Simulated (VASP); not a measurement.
A run of VASP 6.6.1 is set up as follows.

The input INCAR:

```
PREC     = Accurate       # precision mode
ENCUT    = 600            # plane-wave cutoff, eV
EDIFF    = 1E-6           # SCF threshold, eV
ISMEAR   = 0              # smearing method
SIGMA    = 0.1            # smearing width, eV
LREAL    = False          # projectors in reciprocal space
LASPH    = True           # aspherical terms in the spheres
NELM     = 120            # most SCF steps
ALGO     = Normal         # electronic algorithm
ISIF     = 2              # what is computed and relaxed
LWAVE    = False          # write WAVECAR
LCHARG   = False          # write CHGCAR
NBANDS   = 22             # bands
GGA_COMPAT= False
```

KPOINTS

```
Automatic mesh
0
Gamma
  6 6 4
```

File POSCAR:

```
TaRu
1.0
    1.6541220000     -2.3416130000      0.0000000000
    1.6541220000      2.3416130000      0.0000000000
    0.0000000000      0.0000000000      4.1624230000
Ta Ru
1 1
Direct
    0.5000000000      0.5000000000      0.5000000000
    0.0000000000      0.0000000000      0.0000000000
```

Potentials or basis: VASP PAW LDA potentials, release 64 (Ta_sv_GW, Ru_sv).

Launch:

```console
$ cat potpaw_LDA.64/Ta_sv_GW/POTCAR potpaw_LDA.64/Ru_sv/POTCAR > POTCAR
$ mpirun -np 1 vasp_std > vasp.out
```

Problem. Estimate the pressure.

Solution. -13.2 GPa.

Stress tensor (GPa, compression positive):
```
-11.79   0.00   0.00
  0.00 -13.52   0.00
  0.00   0.00 -14.35
```

Caveat: the k points lie up to 0.39 Å⁻¹ apart.
